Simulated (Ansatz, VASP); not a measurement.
# One calculation of Ge, two programs

File INCAR:

```
SYSTEM = Ge
ALGO     = Normal         ! electronic algorithm
EDIFF    = 1E-6           ! SCF threshold, eV
ENCUT    = 520            ! plane-wave cutoff, eV
GGA      = PS             ! functional
ISIF     = 2              ! what is computed and relaxed
ISMEAR   = 0              ! smearing method
LASPH    = .True.         ! aspherical terms in the spheres
LCHARG   = .False.        ! write CHGCAR
LREAL    = .False.        ! projectors in reciprocal space
LWAVE    = .False.        ! write WAVECAR
NBANDS   = 13             ! bands
NELM     = 60             ! most SCF steps
PREC     = Accurate       ! precision mode
SIGMA    = 0.15           ! smearing width, eV
```

File KPOINTS:

```
k-points
0
Gamma
  20 20 18
  0 0 0
```

Contents of POSCAR:

```
Ge
1.0
    1.4670064500     -2.7305418000      0.0000000000
    1.4670064500      2.7305418000      0.0000000000
    0.0000000000      0.0000000000      2.8331425500
Ge
1
Direct
    0.5000000000      0.5000000000      0.0000000000
```

Input for Ansatz:

```yaml
crystal:
  lattice:
    - [1.46700645, -2.7305418, 0.0]
    - [1.46700645, 2.7305418, 0.0]
    - [0.0, 0.0, 2.83314255]
  atoms:
    - { symbol: Ge, position: [0.5, 0.5, 0.0] }
basis:
  ecutwfc: 420
kpoints:
  mp_grid: { grid: [20, 20, 18] }
hamiltonian:
  xc: pbesol
scf:
  occupations: { method: gaussian, width: 0.15 }
output:
  forces: true
  stress: true
  eigenvalues: true
```

Change from the starting cell: strain +0.050 along x and y, +0.050 along z, atoms carried along.

Alike in both runs: task single point; functional PBEsol; k mesh 20 × 20 × 18; occupations gaussian, width 0.15 eV; no spin polarisation.

|  | VASP | Ansatz |
| --- | --- | --- |
| version | VASP 6.6.1 | Ansatz 0.2.0 |
| potentials or method | VASP PAW PBE potentials, release 64 (Ge_d), cutoff 520 eV | scalar-relativistic, plane waves, PAW |
| valence electrons in the cell | 14 | 14 |

|  | VASP | Ansatz | Ansatz less VASP |
| --- | --- | --- | --- |
| gap on the k mesh at the Fermi level (eV) | none | none | - |
| pressure (GPa) | -10.1 | -10.0 | +0.10 |
| traceless stress, the component that is largest in VASP (GPa) | -0.25 | -0.26 | -0.013 |

VASP's potentials were made for PBE, not for PBEsol. A gap of «none» marks a metal or a gap that the smearing closes. With one functional, cell and mesh, what is left measures potentials, basis and numerics.
